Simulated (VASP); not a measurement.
Input of a VASP 6.6.1 run:

The input INCAR:

```
SYSTEM = HfB
ALGO = Normal
EDIFF = 1E-7
ENCUT = 520
GGA = PS
ISIF = 2
ISMEAR = 0
LASPH = .True.
LCHARG = .False.
LREAL = .False.
LWAVE = .False.
NBANDS = 14
NELM = 80
PREC = Accurate
SIGMA = 0.15
```

File KPOINTS:

```
k-points
0
Gamma
  16 16 16
  0 0 0
```

The input POSCAR:

```
HfB
1.0
    0.0000000000      2.3936993068      2.3936993068
    2.5612582583      0.0000000000      2.3936993068
    2.5612582583      2.3936993068      0.0000000000
Hf B
1 1
Direct
    0.4990473968      0.5009526032      0.5009526032
    0.0157287926     -0.0157287926     -0.0157287926
```

Potentials or basis: VASP PAW PBE potentials, release 64 (Hf_pv, B).

The run is started by

```console
$ cat potpaw_PBE.64/Hf_pv/POTCAR potpaw_PBE.64/B/POTCAR > POTCAR
$ mpirun -np 1 vasp_std > vasp.out
```

(1) What does it give for the largest force?

(2) What does it give for the pressure?

## Answers

(1) 0.313 eV/Å.

(2) -9.0 GPa.

Caveat: the cell differs from its parent crystal (atoms displaced along a vibrational mode, the cell strained); the cell stands under tension; the PAW data sets were made with another functional, which shifts forces and pressure a little.
